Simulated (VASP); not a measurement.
# PtSe2 (P-1) in VASP: single point with PBE+D3(BJ)

Aim: the single point of PtSe2 with PBE+D3(BJ).

Everything below comes from runs of VASP 6.6.1. Logs are shortened: lines on timing, memory, paths and dates and some standing lists are left out, and cuts for length are marked.

### Step 1. The cell of the first run

The typed cell holds 6 atoms: a = 3.772 Å, b = 3.772 Å, c = 9.644 Å, α = 90.00°, β = 90.00°, γ = 120.00°.

### Step 2. Single point, PBE+D3(BJ) (atoms displaced along a vibrational mode)

INCAR reads:

```
PREC = Accurate
ENCUT = 520
EDIFF = 1E-7
ISMEAR = 0
SIGMA = 0.15
LREAL = False
LASPH = True
NELM = 100
ALGO = Fast
ISIF = 2
LWAVE = False
LCHARG = True
GGA = PE
IVDW = 12
LELF = True
LVHAR = True
NBANDS = 31
```

KPOINTS reads:

```
regular mesh
0
Gamma
  12 12 6
```

POSCAR reads:

```
PtSe2
1.0
    3.7717024303      0.0000000000      0.0000000000
   -1.8858512152      3.2663901202      0.0000000000
    0.0000000000      0.0000000000      9.6436527086
Pt Se
2 4
Direct
   -0.0147858307     -0.0108239793      0.0000000000
    0.0147858307      0.0108239793      0.5000000000
    0.3202202989      0.6570672593      0.1327718750
    0.3464463677      0.6762660741      0.6327718750
    0.6797797011      0.3429327407      0.3672281250
    0.6535536323      0.3237339259      0.8672281250
```

Potentials or basis: VASP PAW PBE potentials, release 64 (Pt, Se).

On the command line:

```
> cat potpaw_PBE.64/Pt/POTCAR potpaw_PBE.64/Se/POTCAR > POTCAR
> mpirun -np 1 vasp_std > vasp.out
```

OUTCAR:

```text
PREC = Accurate
   ENCUT = 520
   EDIFF = 1E-7
   ISMEAR = 0
   LREAL = False
   LASPH = True
   NELM = 100
   ISIF = 2
   GGA = PE
   IVDW = 12
 IVDW          = 12

 ion  position               nearest neighbor table
   1  0.985  0.989  0.000-   3 2.52   6 2.52   6 2.52   3 2.53   3 2.53   6 2.53
   2  0.015  0.011  0.500-   5 2.52   4 2.52   4 2.52   5 2.53   5 2.53   4 2.53
   3  0.320  0.657  0.133-   1 2.52   1 2.53   1 2.53
   4  0.346  0.676  0.633-   2 2.52   2 2.52   2 2.53
   5  0.680  0.343  0.367-   2 2.52   2 2.53   2 2.53
   6  0.654  0.324  0.867-   1 2.52   1 2.52   1 2.53

  LATTYP: Found a hexagonal cell.
 ALAT       =     3.7717024303
 C/A-ratio  =     2.5568434644

  Lattice vectors:

 A1 = (   3.7717024303,   0.0000000000,   0.0000000000)
 A2 = (  -1.8858512152,   3.2663901202,   0.0000000000)
 A3 = (   0.0000000000,   0.0000000000,   9.6436527086)

Analysis of symmetry for initial positions (statically):
=====================================================================
 Subroutine PRICEL returns:
 Original cell was already a primitive cell.

 Routine SETGRP: Setting up the symmetry group for a
 hexagonal supercell.

 Subroutine GETGRP returns: Found  2 space group operations
 (whereof  1 operations were pure point group operations)
 out of a pool of 24 trial point group operations.

The static configuration has the point symmetry C_1 .
 The point group associated with its full space group is S_2 .

Analysis of symmetry for dynamics (positions and initial velocities):
=====================================================================
 Subroutine PRICEL returns:
 Original cell was already a primitive cell.

 Routine SETGRP: Setting up the symmetry group for a
 hexagonal supercell.

 Subroutine GETGRP returns: Found  2 space group operations
 (whereof  1 operations were pure point group operations)
 out of a pool of 24 trial point group operations.

The dynamic configuration has the point symmetry C_1 .
 The point group associated with its full space group is S_2 .

 Subroutine INISYM returns: Found  2 space group operations
 (whereof  1 operations are pure point group operations),
 and found     1 'primitive' translations

----------------------------------------------------------------------------------------

                                     Primitive cell

  volume of cell :     118.8084

  direct lattice vectors                    reciprocal lattice vectors
     3.771702430  0.000000000  0.000000000     0.265132263  0.153074183  0.000000000
    -1.885851215  3.266390120  0.000000000     0.000000000  0.306148367  0.000000000
     0.000000000  0.000000000  9.643652709     0.000000000  0.000000000  0.103695149

  length of vectors
     3.771702430  3.771702430  9.643652709     0.306148367  0.306148367  0.103695149

  position of ions in fractional coordinates (direct lattice)
     0.985214169  0.989176021  0.000000000
     0.014785831  0.010823979  0.500000000
     0.320220299  0.657067259  0.132771875
     0.346446368  0.676266074  0.632771875
     0.679779701  0.342932741  0.367228125
     0.653553632  0.323733926  0.867228125

  ion indices of the primitive-cell ions
   primitive index   ion index
                 1           1
                 2           2
                 3           3
                 4           4
                 5           5
                 6           6

----------------------------------------------------------------------------------------

 KPOINTS: regular mesh

Automatic generation of k-mesh.
 Grid dimensions read from file:
 generate k-points for:   12   12    6

 Generating k-lattice:

  Cartesian coordinates                     Fractional coordinates (reciprocal lattice)
     0.022094355  0.012756182  0.000000000     0.083333333  0.000000000  0.000000000
     0.000000000  0.025512364  0.000000000     0.000000000  0.083333333  0.000000000
     0.000000000  0.000000000  0.017282525     0.000000000  0.000000000  0.166666667

  Length of vectors
     0.025512364  0.025512364  0.017282525

  Shift w.r.t. Gamma in fractional coordinates (k-lattice)
     0.000000000  0.000000000  0.000000000

 Subroutine IBZKPT returns following result:
 ===========================================

 Found    436 irreducible k-points:

 Following reciprocal coordinates:
            Coordinates               Weight
  0.000000  0.000000  0.000000      1.000000
  0.083333 -0.000000  0.000000      2.000000
  0.000000  0.083333  0.000000      2.000000
 -0.083333  0.083333  0.000000      2.000000
  0.166667  0.000000  0.000000      2.000000
  0.000000  0.166667  0.000000      2.000000
[... 16 lines left out ...]
  0.166667  0.083333  0.000000      2.000000
 -0.083333  0.250000  0.000000      2.000000
 [... further k-points ...]
   k-points           NKPTS =    436   k-points in BZ     NKDIM =    436   number of bands    NBANDS=     31
   number of dos      NEDOS =    301   number of ions     NIONS =      6
   total plane-waves  NPLWV =  56448
   dimension x,y,z NGX =    28 NGY =   28 NGZ =   72
   dimension x,y,z NGXF=    56 NGYF=   56 NGZF=  144
   ions per type =               2   4
   NGX,Y,Z   is equivalent  to a cutoff of  12.34, 12.34, 12.41 a.u.
   NGXF,Y,Z  is equivalent  to a cutoff of  24.68, 24.68, 24.82 a.u.
 SYSTEM =  unknown system
   PREC   = accura    normal or accurate (medium, high low for compatibility)
   ISTART =      0    job   : 0-new  1-cont  2-samecut
   ICHARG =      2    charge: 1-file 2-atom 10-const
   ISPIN  =      1    spin polarized calculation?
   LNONCOLLINEAR =      F non collinear calculations
   LSORBIT =      F    spin-orbit coupling
   LASPH  =      T    aspherical Exc in radial PAW
   ENCUT  =  520.0 eV  38.22 Ry    6.18 a.u.   7.01  7.01 17.93*2*pi/ulx,y,z
   NELM   =    100;   NELMIN=  2; NELMDL= -5     # of ELM steps
   EDIFF  = 0.1E-06   stopping-criterion for ELM
   LREAL  =      F    real-space projection
   EDIFFG = 0.1E-05   stopping-criterion for IOM
   NSW    =      0    number of steps for IOM
   IBRION =     -1    ionic relax: 0-MD 1-quasi-New 2-CG
   NFREE  =      0    steps in history (QN), initial steepest desc. (CG)
   ISIF   =      2    stress and relaxation
   ISYM   =      2    0-nonsym 1-usesym 2-fastsym
   POTIM  = 0.5000    time-step for ionic-motion
   TEBEG  =    0.0;   TEEND  =   0.0 temperature during run
   PSTRESS=    0.0 pullay stress
   NELECT =      44.0000    total number of electrons
   NUPDOWN=      -1.0000    fix difference up-down
   EMIN   =  10.00;   EMAX   =-10.00  energy-range for DOS
   EFERMI =   0.00;   METHOD = LEGACY
   ISMEAR =     0;   SIGMA  =   0.15  broadening in eV -4-tet -1-fermi 0-gaus
   EFERMI_NEDOS =   21; number of points for ismear=-14 and -15
   IALGO  =     68    algorithm
   IMIX   =      4    mixing-type and parameters
     AMIX     =   0.40;   BMIX     =  1.00
     AMIX_MAG =   1.60;   BMIX_MAG =  1.00
  volume/ion in A,a.u.               =      19.80       133.63
  Fermi-wavevector in a.u.,A,eV,Ry     =   1.175646  2.221650 18.805216  1.382144
  Thomas-Fermi vector in A             =   2.312024
   LORBIT       =      0    0 simple, 1 ext, 2 COOP (PROOUT), +10 PAW based schemes
   GGA     = PE    functional components
   LHFCALC =     F    Hartree Fock is set to
   AEXX    =    0.0000 exact exchange contribution
   IVDW    =    12    specifies the selected vdW correction
   LEPSILON=     F    determine dielectric tensor
   LRPA    =     F    only Hartree local field effects (RPA)
 non-spin polarized calculation
 RMM-DIIS sequential band-by-band and
 Gauss-broadening in eV      SIGMA  =   0.15
  energy-cutoff  :      520.00
  volume of cell :      118.81
 maximum number of plane-waves:      3231
   NGX = 13   NGY = 13   NGZ = 35

 number of electron      43.9999999 magnetization

 Free energy of the ion-electron system (eV)
  ---------------------------------------------------
  ext. energy  EPLUGINS =         0.00000000
  ---------------------------------------------------
  free energy    TOTEN  =       -28.39442066 eV

  energy without entropy =      -28.37782679  energy(sigma->0) =      -28.38612373

 E-fermi :   6.6954     XC(G=0): -10.8235

 val. band max:        6.6876467946   @ k =  -0.4167  -0.3333   0.1667
 cond. band min:       6.7328567136   @ k =   0.5000  -0.1667  -0.3333
 fundamental gap:      0.0452099189
 Fermi energy:         6.6953926032

 k-point     1 :       0.0000    0.0000    0.0000
  band No.  band energies     occupation
      1      -8.9556      2.00000
      2      -8.0145      2.00000
      3      -7.4858      2.00000
      4      -5.8555      2.00000
      5      -0.4044      2.00000
      6       0.4879      2.00000
[... 23 lines left out ...]
     30      13.2499      0.00000
     31      13.2872      0.00000

 k-point     2 :       0.0833   -0.0000    0.0000
  band No.  band energies     occupation
      1      -8.8809      2.00000
      2      -7.9464      2.00000
      3      -7.4638      2.00000
      4      -5.8998      2.00000
      5      -0.3104      2.00000
      6       0.4742      2.00000
[... 23 lines left out ...]
     30      12.5034      0.00000
     31      13.6907      0.00000

 k-point     3 :       0.0000    0.0833    0.0000
  band No.  band energies     occupation
      1      -8.8809      2.00000
      2      -7.9464      2.00000
      3      -7.4638      2.00000
      4      -5.8998      2.00000
      5      -0.3105      2.00000
      6       0.4745      2.00000
[... 23 lines left out ...]
     30      12.5029      0.00000
     31      13.6960      0.00000

 k-point     4 :      -0.0833    0.0833    0.0000
  band No.  band energies     occupation
      1      -8.8809      2.00000
      2      -7.9464      2.00000
      3      -7.4638      2.00000
      4      -5.8999      2.00000
      5      -0.3105      2.00000
      6       0.4749      2.00000
[... 23 lines left out ...]
     30      12.5024      0.00000
     31      13.6818      0.00000

 k-point     5 :       0.1667    0.0000    0.0000
  band No.  band energies     occupation
      1      -8.6637      2.00000
      2      -7.7541      2.00000
      3      -7.4008      2.00000
      4      -6.0227      2.00000
      5      -0.0411      2.00000
      6       0.2488      2.00000
[... 23 lines left out ...]
     30      12.9232      0.00000
     31      13.5611      0.00000
[... 542 lines left out ...]
     30      12.3449      0.00000
     31      13.3584      0.00000

 k-point    22 :      -0.1667    0.0833    0.0000
  band No.  band energies     occupation
      1      -8.7348      2.00000
      2      -7.8157      2.00000
      3      -7.4218      2.00000
      4      -5.9832      2.00000
      5      -0.1290      2.00000
      6       0.3114      2.00000
[... 23 lines left out ...]
     30      12.3414      0.00000
     31      13.3588      0.00000

 k-point    23 :       0.1667    0.0833    0.0000
  band No.  band energies     occupation
      1      -8.4573      2.00000
      2      -7.5799      2.00000
      3      -7.3428      2.00000
      4      -6.1316      2.00000
      5       0.1290      2.00000
      6       0.2033      2.00000
[... 23 lines left out ...]
     30      12.7094      0.00000
     31      13.8456      0.00000

 k-point    24 :      -0.0833    0.2500    0.0000
  band No.  band energies     occupation
      1      -8.4571      2.00000
      2      -7.5802      2.00000
      3      -7.3423      2.00000
      4      -6.1321      2.00000
      5       0.1283      2.00000
      6       0.2044      2.00000
[... 23 lines left out ...]
     30      12.7214      0.00000
     31      13.8389      0.00000

 [... further k-points ...]

------------------------ aborting loop because EDIFF is reached ----------------------------------------

 Edisp (eV)   -2.94031

 E8    (eV) :    -1.2633

  FORCE on cell =-STRESS in cart. coord.  units (eV):
  Direction    XX          YY          ZZ          XY          YZ          ZX
  --------------------------------------------------------------------------------------
  -------------------------------------------------------------------------------------
  Total      -0.01043    -0.01072     0.01175     0.01667    -0.00004    -0.02280
  in kB      -0.14072    -0.14453     0.15839     0.22486    -0.00048    -0.30751
  external pressure =       -0.04 kB  Pullay stress =        0.00 kB

 VOLUME and BASIS-vectors are now :
 -----------------------------------------------------------------------------
  energy-cutoff  :      520.00
  volume of cell :      118.81
      direct lattice vectors                 reciprocal lattice vectors
     3.771702430  0.000000000  0.000000000     0.265132263  0.153074183  0.000000000
    -1.885851215  3.266390120  0.000000000     0.000000000  0.306148367  0.000000000
     0.000000000  0.000000000  9.643652709     0.000000000  0.000000000  0.103695149

 POSITION                                       TOTAL-FORCE (eV/Angst)
 -----------------------------------------------------------------------------------
      1.85050      3.23103      0.00000         0.049875      0.049922      0.000063
      0.03536      0.03536      4.82183        -0.049875     -0.049922     -0.000063
     -0.03136      2.14624      1.28041         0.017431      0.017135      0.000225
      0.03136      2.20895      6.10223        -0.016800     -0.017129      0.000535
      1.91721      1.12015      3.54142        -0.017431     -0.017135     -0.000225
      1.85450      1.05744      8.36325         0.016800      0.017129     -0.000535
 -----------------------------------------------------------------------------------
    total drift:                                0.000000     -0.000000     -0.000000

  FREE ENERGIE OF THE ION-ELECTRON SYSTEM (eV)
  ---------------------------------------------------
  free  energy   TOTEN  =       -31.3347307717 eV

  energy  without entropy=      -31.3181368937  energy(sigma->0) =      -31.32643383
```

It took 27 min on 1 thread of Oxide Virtual Turin-like, shared host; peak memory 1.2 GiB.

What came out:

- Free energy: -31.3347 eV
- Pressure: 0.0 GPa
- Largest force: 0.071 eV/Å
- Band gap on the k mesh: zero (bands 22 and 23 overlap by 0.82 eV)
- Dispersion energy per atom: -0.490 eV

Forces in eV/Å, atoms in the order of the input:
```
Pt   0.050  0.050  0.000
Pt  -0.050 -0.050  0.000
Se   0.017  0.017  0.000
Se  -0.017 -0.017  0.001
Se  -0.017 -0.017  0.000
Se   0.017  0.017 -0.001
```

Levels at points of the mesh, in eV from the Fermi level:
| k point | band 19 | band 20 | band 21 | band 22 | band 23 | band 24 | band 25 | band 26 |
| --- | --- | --- | --- | --- | --- | --- | --- | --- |
| (0.00, 0.00, 0.00) | -1.69 | -0.99 | -0.99 | 0.80 | 1.09 | 1.09 | 2.34 | 2.34 |
| (0.50, 0.00, 0.00) | -3.05 | -2.89 | -2.57 | -1.09 | 0.52 | 0.63 | 1.48 | 2.52 |
| (0.00, 0.50, 0.00) | -3.05 | -2.90 | -2.57 | -1.08 | 0.52 | 0.63 | 1.48 | 2.51 |
| (0.50, 0.50, 0.00) | -3.05 | -2.90 | -2.56 | -1.08 | 0.52 | 0.64 | 1.48 | 2.51 |
| (0.00, 0.00, 0.50) | -1.31 | -1.31 | -0.59 | -0.59 | 1.65 | 1.65 | 1.78 | 1.78 |
| (0.50, 0.00, 0.50) | -3.11 | -3.10 | -2.06 | -2.06 | 1.33 | 1.48 | 1.51 | 1.57 |
| (0.00, 0.50, 0.50) | -3.10 | -3.09 | -2.06 | -2.05 | 1.34 | 1.44 | 1.53 | 1.58 |
| (0.50, 0.50, 0.50) | -3.09 | -3.09 | -2.05 | -2.05 | 1.36 | 1.39 | 1.55 | 1.57 |

Caveat: the cell differs from its parent crystal (atoms displaced along a vibrational mode); spin-orbit coupling is left out, which moves the levels of the heavy elements.

The gap in the log of VASP goes by the Fermi energy; the results here count the filled bands.